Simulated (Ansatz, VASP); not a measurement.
Two plane-wave programs on AlSn

```
Al Sn
1.0
     4.19811    0.00000    0.00000
    -2.09905    3.63567    0.00000
     0.00000    0.00000    3.30685
Al Sn
1 1
Direct
  0.00000 0.00000 0.00000
  0.33333 0.66667 0.50000
```

Alike in both runs: task single point; functional PBE; k mesh 6 × 6 × 7; no spin polarisation.

```csv
,VASP,Ansatz
version,VASP 6.6.1,Ansatz 0.2.0
potentials or method,"VASP PAW PBE potentials, release 64 (Al, Sn_d), cutoff 500 eV","plane waves, PAW"
occupations,"methfessel-paxton of order 1, width 0.1 eV",cold
valence electrons in the cell,17,17
```

VASP gave:

- pressure (GPa): -0.2
- traceless stress, the component that is largest in VASP (GPa): -2.88

Question: Which values does Ansatz return?

Answer: Pressure (GPa): -0.2; traceless stress, the component that is largest in VASP (GPa): -2.86.
